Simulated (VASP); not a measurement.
# HgSe (I-4m2) in VASP: further runs

The runs below take HgSe through single point, with PBE, r2SCAN.

Program: VASP 6.6.1. These are calculated values, not measurements. Logs are shortened: lines on timing, memory, paths and dates and some standing lists are left out, and cuts for length are marked.

## 1. The cell of the first run

Symmetry: I-4m2, No. 119, tetragonal system. The conventional cell has a = 4.280 Å, b = 4.280 Å, c = 6.185 Å, α = 90.00°, β = 90.00°, γ = 90.00°. Within 3.5 Å of Hg (site symmetry -4m2) lie 4 Se at 2.64 Å. Se (site symmetry -4m2) has 4 Hg at 2.64 Å within 3.5 Å.

## 2. Single point, PBE (biaxial xy strain -2.1%)

INCAR

```
SYSTEM = HgSe
  PREC = Accurate
  ENCUT = 500
  EDIFF = 1E-6
  ISMEAR = -1
  SIGMA = 0.02
  LREAL = .False.
  LASPH = .True.
  NELM = 120
  ALGO = Normal
  ISIF = 2
  LWAVE = .False.
  LCHARG = .True.
  GGA = PE
  LELF = .True.
  LVHAR = .True.
  NBANDS = 16
  GGA_COMPAT = .False.
```

KPOINTS

```
regular mesh
0
Gamma
  8 8 8
  0 0 0
```

POSCAR

```
HgSe
1.0
    0.0000000000      3.0261727945      3.0926650940
    3.0261727945      0.0000000000      3.0926650940
    3.0261727945      3.0261727945      0.0000000000
Hg Se
1 1
Direct
    0.0000000000      0.0000000000      0.0000000000
    0.2500000000      0.2500000000      0.2500000000
```

Potentials or basis: VASP PAW PBE potentials, release 64 (Hg, Se).

Launch:

```
$ cat potpaw_PBE.64/Hg/POTCAR potpaw_PBE.64/Se/POTCAR > POTCAR
$ mpirun -np 1 vasp_std > vasp.out
```

OUTCAR:

```text
SYSTEM = HgSe
   PREC = Accurate
   ENCUT = 500
   EDIFF = 1E-6
   ISMEAR = -1
   LREAL = .False.
   LASPH = .True.
   NELM = 120
   ISIF = 2
   GGA = PE

 ion  position               nearest neighbor table
   1  0.000  0.000  0.000-   2 2.64   2 2.64   2 2.64   2 2.64
   2  0.250  0.250  0.250-   1 2.64   1 2.64   1 2.64   1 2.64

  LATTYP: Found a body centered tetragonal cell.
 ALAT       =     4.2796546081
 C/A-ratio  =     1.4452872380

  Lattice vectors:

 A1 = (  -3.0261727945,   0.0000000000,   3.0926650940)
 A2 = (   3.0261727945,   0.0000000000,   3.0926650940)
 A3 = (   0.0000000000,   3.0261727945,  -3.0926650940)

Analysis of symmetry for initial positions (statically):
=====================================================================
 Subroutine PRICEL returns:
 Original cell was already a primitive cell.

 Routine SETGRP: Setting up the symmetry group for a
 body centered tetragonal supercell.

 Subroutine GETGRP returns: Found  8 space group operations
 (whereof  8 operations were pure point group operations)
 out of a pool of 16 trial point group operations.

The static configuration has the point symmetry D_2d.

Analysis of symmetry for dynamics (positions and initial velocities):
=====================================================================
 Subroutine PRICEL returns:
 Original cell was already a primitive cell.

 Routine SETGRP: Setting up the symmetry group for a
 body centered tetragonal supercell.

 Subroutine GETGRP returns: Found  8 space group operations
 (whereof  8 operations were pure point group operations)
 out of a pool of 16 trial point group operations.

The dynamic configuration has the point symmetry D_2d.

 Subroutine INISYM returns: Found  8 space group operations
 (whereof  8 operations are pure point group operations),
 and found     1 'primitive' translations

----------------------------------------------------------------------------------------

                                     Primitive cell

  volume of cell :      56.6435

  direct lattice vectors                    reciprocal lattice vectors
     0.000000000  3.026172794  3.092665094    -0.165225198  0.165225198  0.161672857
     3.026172794  0.000000000  3.092665094     0.165225198 -0.165225198  0.161672857
     3.026172794  3.026172794  0.000000000     0.165225198  0.165225198 -0.161672857

  length of vectors
     4.326927220  4.326927220  4.279654608     0.284142297  0.284142297  0.284142297

  position of ions in fractional coordinates (direct lattice)
     0.000000000  0.000000000  0.000000000
     0.250000000  0.250000000  0.250000000

  ion indices of the primitive-cell ions
   primitive index   ion index
                 1           1
                 2           2

----------------------------------------------------------------------------------------

 KPOINTS: regular mesh

Automatic generation of k-mesh.
 Grid dimensions read from file:
 generate k-points for:    8    8    8

 Generating k-lattice:

  Cartesian coordinates                     Fractional coordinates (reciprocal lattice)
    -0.020653150  0.020653150  0.020209107     0.125000000  0.000000000  0.000000000
     0.020653150 -0.020653150  0.020209107     0.000000000  0.125000000  0.000000000
     0.020653150  0.020653150 -0.020209107     0.000000000  0.000000000  0.125000000

  Length of vectors
     0.035517787  0.035517787  0.035517787

  Shift w.r.t. Gamma in fractional coordinates (k-lattice)
     0.000000000  0.000000000  0.000000000

 Subroutine IBZKPT returns following result:
 ===========================================

 Found     59 irreducible k-points:

 Following reciprocal coordinates:
            Coordinates               Weight
  0.000000  0.000000  0.000000      1.000000
  0.125000  0.000000  0.000000      8.000000
  0.250000  0.000000  0.000000      8.000000
  0.375000  0.000000  0.000000      8.000000
  0.500000  0.000000  0.000000      4.000000
  0.125000  0.125000  0.000000      2.000000
[... 16 lines left out ...]
  0.250000  0.000000  0.125000     16.000000
  0.375000  0.000000  0.125000     16.000000
 [... further k-points ...]
   k-points           NKPTS =     59   k-points in BZ     NKDIM =     59   number of bands    NBANDS=     16
   number of dos      NEDOS =    301   number of ions     NIONS =      2
   total plane-waves  NPLWV =  32768
   dimension x,y,z NGX =    32 NGY =   32 NGZ =   32
   dimension x,y,z NGXF=    64 NGYF=   64 NGZF=   64
   ions per type =               1   1
   NGX,Y,Z   is equivalent  to a cutoff of  12.29, 12.29, 12.43 a.u.
   NGXF,Y,Z  is equivalent  to a cutoff of  24.59, 24.59, 24.86 a.u.
 SYSTEM =  HgSe
   PREC   = accura    normal or accurate (medium, high low for compatibility)
   ISTART =      0    job   : 0-new  1-cont  2-samecut
   ICHARG =      2    charge: 1-file 2-atom 10-const
   ISPIN  =      1    spin polarized calculation?
   LNONCOLLINEAR =      F non collinear calculations
   LSORBIT =      F    spin-orbit coupling
   LASPH  =      T    aspherical Exc in radial PAW
   ENCUT  =  500.0 eV  36.75 Ry    6.06 a.u.   7.89  7.89  7.80*2*pi/ulx,y,z
   NELM   =    120;   NELMIN=  2; NELMDL= -5     # of ELM steps
   EDIFF  = 0.1E-05   stopping-criterion for ELM
   LREAL  =      F    real-space projection
   EDIFFG = 0.1E-04   stopping-criterion for IOM
   NSW    =      0    number of steps for IOM
   IBRION =     -1    ionic relax: 0-MD 1-quasi-New 2-CG
   NFREE  =      0    steps in history (QN), initial steepest desc. (CG)
   ISIF   =      2    stress and relaxation
   ISYM   =      2    0-nonsym 1-usesym 2-fastsym
   POTIM  = 0.5000    time-step for ionic-motion
   TEBEG  =    0.0;   TEEND  =   0.0 temperature during run
   PSTRESS=    0.0 pullay stress
   NELECT =      18.0000    total number of electrons
   NUPDOWN=      -1.0000    fix difference up-down
   EMIN   =  10.00;   EMAX   =-10.00  energy-range for DOS
   EFERMI =   0.00;   METHOD = LEGACY
   ISMEAR =    -1;   SIGMA  =   0.02  broadening in eV -4-tet -1-fermi 0-gaus
   EFERMI_NEDOS =   21; number of points for ismear=-14 and -15
   IALGO  =     38    algorithm
   IMIX   =      4    mixing-type and parameters
     AMIX     =   0.40;   BMIX     =  1.00
     AMIX_MAG =   1.60;   BMIX_MAG =  1.00
  volume/ion in A,a.u.               =      28.32       191.12
  Fermi-wavevector in a.u.,A,eV,Ry     =   1.117160  2.111127 16.980717  1.248047
  Thomas-Fermi vector in A             =   2.253781
   LORBIT       =      0    0 simple, 1 ext, 2 COOP (PROOUT), +10 PAW based schemes
   GGA     = PE    functional components
   LHFCALC =     F    Hartree Fock is set to
   AEXX    =    0.0000 exact exchange contribution
   IVDW    =     0    specifies the selected vdW correction
   LEPSILON=     F    determine dielectric tensor
   LRPA    =     F    only Hartree local field effects (RPA)
 non-spin polarized calculation
  energy-cutoff  :      500.00
  volume of cell :       56.64
 maximum number of plane-waves:      1460
   NGX = 15   NGY = 15   NGZ = 15

 number of electron      18.0000003 magnetization

 Free energy of the ion-electron system (eV)
  ---------------------------------------------------
  ext. energy  EPLUGINS =         0.00000000
  ---------------------------------------------------
  free energy    TOTEN  =        -4.02317956 eV

  energy without entropy =       -4.02305990  energy(sigma->0) =       -4.02311973

 E-fermi :   1.7061     XC(G=0):  -9.0157

 val. band max:        1.7049504629   @ k =   0.0000   0.0000   0.0000
 cond. band min:       2.2960885491   @ k =   0.1250   0.0000   0.0000
 fundamental gap:      0.5911380862
 Fermi energy:         1.7060558062

 k-point     1 :       0.0000    0.0000    0.0000
  band No.  band energies     occupation
      1     -11.7333      2.00000
      2      -5.4553      2.00000
      3      -5.4437      2.00000
      4      -5.4437      2.00000
      5      -4.7264      2.00000
      6      -4.7063      2.00000
[... 8 lines left out ...]
     15      12.8162      0.00000
     16      13.1313      0.00000

 k-point     2 :       0.1250    0.0000    0.0000
  band No.  band energies     occupation
      1     -11.6678      2.00000
      2      -5.4271      2.00000
      3      -5.4135      2.00000
      4      -5.4132      2.00000
      5      -4.7274      2.00000
      6      -4.7098      2.00000
[... 8 lines left out ...]
     15      12.0271      0.00000
     16      12.2361      0.00000

 k-point     3 :       0.2500    0.0000    0.0000
  band No.  band energies     occupation
      1     -11.5051      2.00000
      2      -5.3579      2.00000
      3      -5.3448      2.00000
      4      -5.2752      2.00000
      5      -4.7180      2.00000
      6      -4.7083      2.00000
[... 8 lines left out ...]
     15      11.8235      0.00000
     16      11.8832      0.00000

 k-point     4 :       0.3750    0.0000    0.0000
  band No.  band energies     occupation
      1     -11.3354      2.00000
      2      -5.3054      2.00000
      3      -5.2880      2.00000
      4      -4.9011      2.00000
      5      -4.6878      2.00000
      6      -4.6861      2.00000
[... 8 lines left out ...]
     15      12.5416      0.00000
     16      12.5854      0.00000

 k-point     5 :       0.5000    0.0000    0.0000
  band No.  band energies     occupation
      1     -11.2631      2.00000
      2      -5.2888      2.00000
      3      -5.2690      2.00000
      4      -4.6722      2.00000
      5      -4.6684      2.00000
      6      -4.3977      2.00000
[... 8 lines left out ...]
     15      13.4368      0.00000
     16      13.5514      0.00000

 k-point     6 :       0.1250    0.1250    0.0000
  band No.  band energies     occupation
      1     -11.6475      2.00000
      2      -5.4528      2.00000
      3      -5.3844      2.00000
      4      -5.3844      2.00000
      5      -4.7502      2.00000
      6      -4.6916      2.00000
[... 8 lines left out ...]
     15      11.5798      0.00000
     16      13.1703      0.00000

 k-point     7 :       0.2500    0.1250    0.0000
  band No.  band energies     occupation
      1     -11.5179      2.00000
      2      -5.4020      2.00000
      3      -5.3117      2.00000
      4      -5.2944      2.00000
      5      -4.7598      2.00000
      6      -4.6791      2.00000
[... 8 lines left out ...]
     15      12.5669      0.00000
     16      12.7872      0.00000

 k-point     8 :       0.3750    0.1250    0.0000
  band No.  band energies     occupation
      1     -11.3493      2.00000
      2      -5.3168      2.00000
      3      -5.2465      2.00000
      4      -5.0512      2.00000
      5      -4.7185      2.00000
      6      -4.6654      2.00000
[... 8 lines left out ...]
     15      12.3513      0.00000
     16      13.0872      0.00000

 k-point     9 :       0.5000    0.1250    0.0000
  band No.  band energies     occupation
      1     -11.2423      2.00000
      2      -5.2790      2.00000
      3      -5.2239      2.00000
      4      -4.7414      2.00000
      5      -4.6674      2.00000
      6      -4.4644      2.00000
[... 8 lines left out ...]
     15      12.8008      0.00000
     16      13.5356      0.00000
[... 172 lines left out ...]
 k-point    19 :       0.5000    0.3750    0.0000
  band No.  band energies     occupation
      1     -11.1354      2.00000
      2      -5.2600      2.00000
      3      -4.9942      2.00000
      4      -4.9634      2.00000
      5      -4.6232      2.00000
      6      -4.4242      2.00000
[... 8 lines left out ...]
     15      13.7919      0.00000
     16      14.7002      0.00000

 k-point    20 :      -0.3750    0.3750    0.0000
  band No.  band energies     occupation
      1     -11.1234      2.00000
      2      -5.2237      2.00000
      3      -5.0342      2.00000
      4      -4.8597      2.00000
      5      -4.6630      2.00000
      6      -4.2119      2.00000
[... 8 lines left out ...]
     15      13.1943      0.00000
     16      15.1715      0.00000

 k-point    21 :       0.5000    0.5000    0.0000
  band No.  band energies     occupation
      1     -11.1119      2.00000
      2      -5.2849      2.00000
      3      -4.9474      2.00000
      4      -4.9474      2.00000
      5      -4.6044      2.00000
      6      -4.3810      2.00000
[... 8 lines left out ...]
     15      13.4722      0.00000
     16      14.8205      0.00000

 k-point    22 :       0.1250    0.0000    0.1250
  band No.  band energies     occupation
      1     -11.6452      2.00000
      2      -5.4433      2.00000
      3      -5.3991      2.00000
      4      -5.3822      2.00000
      5      -4.7358      2.00000
      6      -4.7034      2.00000
[... 8 lines left out ...]
     15      11.7044      0.00000
     16      12.9378      0.00000

 k-point    23 :       0.2500    0.0000    0.1250
  band No.  band energies     occupation
      1     -11.5141      2.00000
      2      -5.3967      2.00000
      3      -5.3232      2.00000
      4      -5.2931      2.00000
      5      -4.7449      2.00000
      6      -4.6880      2.00000
[... 8 lines left out ...]
     15      12.4853      0.00000
     16      12.7614      0.00000

 k-point    24 :       0.3750    0.0000    0.1250
  band No.  band energies     occupation
      1     -11.3458      2.00000
      2      -5.3110      2.00000
      3      -5.2564      2.00000
      4      -5.0578      2.00000
      5      -4.7024      2.00000
      6      -4.6661      2.00000
[... 8 lines left out ...]
     15      12.3920      0.00000
     16      13.1127      0.00000

 [... further k-points ...]

------------------------ aborting loop because EDIFF is reached ----------------------------------------

  FORCE on cell =-STRESS in cart. coord.  units (eV):
  Direction    XX          YY          ZZ          XY          YZ          ZX
  --------------------------------------------------------------------------------------
  -------------------------------------------------------------------------------------
  Total        1.5899309      1.5899309      1.5106163      0.0000000      0.0000000     -0.0000000
  in kB       44.9716173     44.9716173     42.7281831      0.0000000      0.0000000     -0.0000000
  external PRESSURE =      44.2238059 kB  Pullay stress =       0.0000000 kB

 VOLUME and BASIS-vectors are now :
 -----------------------------------------------------------------------------
  energy-cutoff  :      500.00
  volume of cell :       56.64
      direct lattice vectors                 reciprocal lattice vectors
     0.000000000  3.026172794  3.092665094    -0.165225198  0.165225198  0.161672857
     3.026172794  0.000000000  3.092665094     0.165225198 -0.165225198  0.161672857
     3.026172794  3.026172794  0.000000000     0.165225198  0.165225198 -0.161672857

 POSITION                                       TOTAL-FORCE (eV/Angst)
 -----------------------------------------------------------------------------------
      0.00000      0.00000      0.00000        -0.000000     -0.000000      0.000000
      1.51309      1.51309      1.54633         0.000000      0.000000      0.000000
 -----------------------------------------------------------------------------------
    total drift:                               -0.000000     -0.000000     -0.000000

  FREE ENERGIE OF THE ION-ELECTRON SYSTEM (eV)
  ---------------------------------------------------
  free  energy   TOTEN  =        -4.0231795559 eV

  energy  without entropy=       -4.0230598978  energy(sigma->0) =       -4.02311973
```

Wall time 15 s (1 thread of Intel Xeon 6975P-C (Granite Rapids), shared host); peak memory 0.2 GiB.

Results:

```yaml
Free_energy: -4.0232 eV
Pressure: 4.4 GPa
Band_gap_on_the_k_mesh: zero (filled and empty bands touch)
```

Stress tensor (GPa, compression positive):
```
4.50 0.00 0.00
0.00 4.50 0.00
0.00 0.00 4.27
```

Levels at points of the mesh, in eV from the Fermi level:
| k point | band 5 | band 6 | band 7 | band 8 | band 9 | band 10 | band 11 | band 12 | band 13 | band 14 |
| --- | --- | --- | --- | --- | --- | --- | --- | --- | --- | --- |
| (0.00, 0.00, 0.00) | -6.43 | -6.41 | -0.97 | -0.07 | 0.00 | 0.00 | 5.48 | 5.48 | 5.48 | 8.47 |
| (0.50, 0.00, 0.00) | -6.37 | -6.10 | -5.49 | -1.03 | -0.94 | 1.09 | 6.16 | 6.30 | 6.98 | 9.23 |
| (0.50, 0.50, 0.00) | -6.31 | -6.09 | -5.16 | -2.24 | -2.24 | 2.86 | 3.04 | 8.33 | 9.81 | 9.81 |
| (0.50, 0.00, 0.50) | -6.31 | -6.05 | -5.04 | -2.35 | -2.29 | 2.69 | 2.96 | 8.50 | 9.67 | 9.88 |

Caveat: the cell differs from its parent crystal (biaxial xy strain -2.1%); spin-orbit coupling is left out, which moves the levels of the heavy elements.

## 3. Single point, r2SCAN (biaxial xy strain -2.1%)

POSCAR is that of step 2.

INCAR.step1

```
SYSTEM = HgSe
PREC = Accurate
ENCUT = 550
ISMEAR = -1
SIGMA = 0.02
LREAL = .False.
LASPH = .True.
NELM = 120
NBANDS = 16
GGA = PE
ALGO = Normal
EDIFF = 1E-5
LWAVE = .True.
LCHARG = .False.
GGA_COMPAT = .False.
```

INCAR.step2

```
SYSTEM = HgSe
PREC = Accurate
ENCUT = 550
EDIFF = 1E-6
ISMEAR = -1
SIGMA = 0.02
LREAL = .False.
LASPH = .True.
NELM = 120
ALGO = Normal
ISIF = 2
LWAVE = .False.
LCHARG = .False.
METAGGA = R2SCAN
LMIXTAU = .True.
NBANDS = 16
ISTART = 1
GGA_COMPAT = .False.
```

KPOINTS

```
Automatic mesh
0
Gamma
  8 8 8
  0 0 0
```

Potentials or basis: VASP PAW PBE potentials, release 64 (Hg, Se).

Launch:

```
$ cat potpaw_PBE.64/Hg/POTCAR potpaw_PBE.64/Se/POTCAR > POTCAR
$ cp INCAR.step1 INCAR
$ mpirun -np 1 vasp_std > vasp.out
$ cp INCAR.step2 INCAR
$ mpirun -np 1 vasp_std > vasp.out
```

Wall time 85 s (1 thread of Intel Xeon 6975P-C (Granite Rapids), shared host); peak memory 0.25 GiB.

Results (log left out):

| Item | Value |
| --- | --- |
| Free energy | -64.1263 eV |
| Pressure | 2.6 GPa |
| Band gap on the k mesh | zero (filled and empty bands touch) |

Stress tensor (GPa, compression positive):
```
2.70 0.00 0.00
0.00 2.70 0.00
0.00 0.00 2.45
```

Levels at points of the mesh, in eV from the Fermi level:
| k point | band 7 | band 8 | band 9 | band 10 | band 11 | band 12 |
| --- | --- | --- | --- | --- | --- | --- |
| (0.00, 0.00, 0.00) | -0.67 | -0.08 | 0.00 | 0.00 | 5.92 | 5.92 |
| (0.50, 0.00, 0.00) | -5.61 | -1.06 | -0.97 | 1.38 | 6.59 | 6.73 |
| (0.50, 0.50, 0.00) | -5.26 | -2.31 | -2.31 | 3.11 | 3.34 | 8.76 |
| (0.50, 0.00, 0.50) | -5.14 | -2.42 | -2.36 | 2.94 | 3.26 | 8.94 |

Caveat: the cell differs from its parent crystal (biaxial xy strain -2.1%); the PAW data sets were made with another functional, which shifts forces and pressure a little; spin-orbit coupling is left out, which moves the levels of the heavy elements.
